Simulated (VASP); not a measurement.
The system is CsRu.

```
Cs Ru
1.0
     0.00000    4.02830    4.02830
     4.02830    0.00000    4.02830
     4.02830    4.02830    0.00000
Cs Ru
2 2
Direct
  0.00000 0.00000 0.00000
  0.25000 0.25000 0.25000
  0.75000 0.75000 0.75000
  0.50000 0.50000 0.50000
```

The cell was built from a structure type or drawn by symmetry, and may not be a known phase.

| Property | Result |
| --- | --- |
| Program | VASP 6.6.1 |
| Task | relaxation of cell and atoms |
| Functional | PBE |
| Potentials or basis | VASP PAW PBE potentials, release 64 (Cs_sv, Ru_sv) |
| Cutoff | 600 eV |
| k mesh | 4 × 4 × 4 |
| Occupations | gaussian, width 0.1 eV |
| Spin | no spin polarisation |

At the start: pressure -4.0 GPa; volume 32.68 Å³/atom.

Where does the relaxation end?

Over 3 steps the energy falls by 85.6 meV/atom and the volume is 27.20 Å³/atom (-16.8 %); space group Fd-3m (No. 227, to 0.1 Å) before and after.

Step by step:
```csv
step,energy change (eV),largest force (eV/Å),pressure (GPa),volume (Å³)
1,0.0000,0.0000,-3.98,130.74
2,-0.2900,0.0000,-2.02,115.98
3,-0.3422,0.0000,-0.17,108.78
```

Final structure:
```
CELL_PARAMETERS angstrom
0.00000 3.78888 3.78888
3.78888 0.00000 3.78888
3.78888 3.78888 0.00000
ATOMIC_POSITIONS crystal
Cs 0.00000 0.00000 0.00000
Cs 0.25000 0.25000 0.25000
Ru 0.75000 0.75000 0.75000
Ru 0.50000 0.50000 0.50000
```

Caveat: the volume moved by over 15 % at a fixed basis, so the end points are rough.
